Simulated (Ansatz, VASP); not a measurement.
**One calculation of PtSe2, two programs**

File INCAR:

```
SYSTEM = PtSe2
PREC = Accurate
ENCUT = 500
EDIFF = 1E-6
ISMEAR = -1
SIGMA = 0.02
LREAL = .FALSE.
LASPH = .TRUE.
NELM = 120
ALGO = Normal
ISIF = 2
LWAVE = .FALSE.
LCHARG = .TRUE.
GGA = CA
LELF = .TRUE.
LVHAR = .TRUE.
NBANDS = 18
GGA_COMPAT = .FALSE.
```

File KPOINTS:

```
Automatic mesh
0
G
  6 6 4
  0 0 0
```

Contents of POSCAR:

```
PtSe2
1.0
    3.7286503637      0.0000000000      0.0000000000
   -1.8643251819      3.2291059368      0.0000000000
    0.0000000000      0.0000000000      5.2771566385
Pt Se
1 2
Direct
    0.0000000000      0.0000000000      0.0000000000
    0.3333333333      0.6666666667      0.2462188963
    0.6666666667      0.3333333333      0.7537811037
```

Input for Ansatz:

```yaml
crystal:
  lattice:
    - [3.7286503637, 0.0, 0.0]
    - [-1.8643251819, 3.2291059368, 0.0]
    - [0.0, 0.0, 5.2771566385]
  atoms:
    - { symbol: Pt, position: [0.0, 0.0, 0.0] }
    - { symbol: Se, position: [0.3333333333, 0.6666666667, 0.2462188963] }
    - { symbol: Se, position: [0.6666666667, 0.3333333333, 0.7537811037] }
kpoints:
  mp_grid: { grid: [6, 6, 4] }
hamiltonian:
  xc: lda
scf:
  occupations: { method: fermi_dirac, width: 0.02 }
  n_extra_bands: 4
output:
  forces: true
  stress: true
  eigenvalues: true
```

Alike in both runs: task single point; functional LDA; k mesh 6 × 6 × 4; occupations fermi-dirac, width 0.02 eV; no spin polarisation.

|  | VASP | Ansatz |
| --- | --- | --- |
| version | VASP 6.6.1 | Ansatz 0.2.0 |
| potentials or method | VASP PAW LDA potentials, release 64 (Pt, Se) | plane waves |
| plane-wave cutoff (eV) | 500 | 420 |
| valence electrons in the cell | 22 | 50 |

|  | VASP | Ansatz | Ansatz less VASP |
| --- | --- | --- | --- |
| pressure (GPa) | -3.2 | -3.5 | -0.35 |
| traceless stress, the component that is largest in VASP (GPa) | -0.78 | -0.68 | +0.092 |
| rms of the force components (eV/Å) | 0.099 | 0.121 | +0.0218 |

LDA's correlation is that of Perdew and Zunger in VASP and of Perdew and Wang (1992) in Ansatz. Atom by atom the forces differ by 0.022 eV/Å (rms over components). VASP's potentials hold 22 valence electrons a cell and Ansatz's 50, so a difference there can come from the potentials and not from the codes.

Neither program's run includes spin-orbit coupling.
